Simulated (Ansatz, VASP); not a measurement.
## One calculation of NaCl, two programs

```xyz
2
Lattice="0.0000 2.7319 2.7319 2.7319 0.0000 2.7319 2.7319 2.7319 0.0000" Properties=species:S:1:pos:R:3 pbc="T T T"
Na    0.0000    0.0000    0.0000
Cl    2.7319    2.7319    2.7319
```

Alike in both runs: functional LDA; k mesh 8 × 8 × 8; occupations gaussian, width 0.02 eV; no spin polarisation.

Ansatz relaxed the structure, and its values are those at the end. VASP's run is a single point on that final structure, the one shown.

|  | VASP | Ansatz |
| --- | --- | --- |
| version | VASP 6.6.1 | Ansatz 0.2.0 |
| potentials or method | VASP PAW LDA potentials, release 64 (Na_pv, Cl), cutoff 500 eV | scalar-relativistic, plane waves, PAW |
| valence electrons in the cell | 14 | 16 |

```csv
,VASP,Ansatz,Ansatz less VASP
gap on the k mesh at the Fermi level (eV),5.08,5.08,-0.007
least direct gap on the mesh (eV),5.08,5.08,-0.007
pressure (GPa),0.0,0.0,-0.01
```

LDA's correlation is that of Perdew and Zunger in VASP and of Perdew and Wang (1992) in Ansatz. VASP's potentials hold 14 valence electrons a cell and Ansatz's 16, so a difference there can come from the potentials and not from the codes.
